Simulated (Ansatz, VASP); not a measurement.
BN: VASP beside Ansatz

Contents of INCAR:

```
  PREC = Accurate
  ENCUT = 520
  EDIFF = 1E-6
  ISMEAR = 0
  SIGMA = 0.05
  LREAL = F
  LASPH = T
  NELM = 100
  ALGO = Normal
  ISIF = 2
  LWAVE = F
  LCHARG = F
  GGA = PE
  NBANDS = 16
```

The input KPOINTS:

```
Automatic mesh
0
Gamma
  12 12 6
```

The input POSCAR:

```
BN
1.0
    2.5539396017      0.0000000000      0.0000000000
   -1.2769698009      2.2117765748      0.0000000000
    0.0000000000      0.0000000000      4.2268550000
B N
2 2
Direct
    0.6666666667      0.3333333333      0.9997240000
    0.3333333333      0.6666666667      0.4997240000
    0.5793227787      0.2693931696      0.6489342518
    0.3333333333      0.6666666667      0.1252760000
```

Input for Ansatz:

```yaml
crystal:
  lattice:
    - [2.5539396017, 0.0, 0.0]
    - [-1.2769698009, 2.2117765748, 0.0]
    - [0.0, 0.0, 4.226855]
  atoms:
    - { symbol: B, position: [0.6666666667, 0.3333333333, 0.999724] }
    - { symbol: B, position: [0.3333333333, 0.6666666667, 0.499724] }
    - { symbol: "N", position: [0.5793227787, 0.2693931696, 0.6489342518] }
    - { symbol: "N", position: [0.3333333333, 0.6666666667, 0.125276] }
basis:
  ecutwfc: 420
kpoints:
  mp_grid: { grid: [12, 12, 6] }
hamiltonian:
  xc: pbe
scf:
  occupations: { method: gaussian, width: 0.05 }
output:
  forces: true
  stress: true
  eigenvalues: true
```

Alike in both runs: task single point; functional PBE; k mesh 12 × 12 × 6; occupations gaussian, width 0.05 eV; no spin polarisation.

|  | VASP | Ansatz |
| --- | --- | --- |
| version | VASP 6.6.1 | Ansatz 0.2.0 |
| potentials or method | VASP PAW PBE potentials, release 64 (B, N), cutoff 520 eV | scalar-relativistic, plane waves, PAW |
| valence electrons in the cell | 16 | 16 |

|  | VASP | Ansatz | Ansatz less VASP |
| --- | --- | --- | --- |
| gap on the k mesh at the Fermi level (eV) | 3.62 | 3.64 | +0.015 |
| least direct gap on the mesh (eV) | 6.98 | 6.98 | 0.000 |
| pressure (GPa) | 5.5 | 5.3 | -0.23 |
| traceless stress, the component that is largest in VASP (GPa) | 2.23 | 2.19 | -0.040 |
| rms of the force components (eV/Å) | 1.548 | 1.543 | -0.0051 |

Atom by atom the forces differ by 0.006 eV/Å (rms over components). With one functional, cell and mesh, what is left measures potentials, basis and numerics.
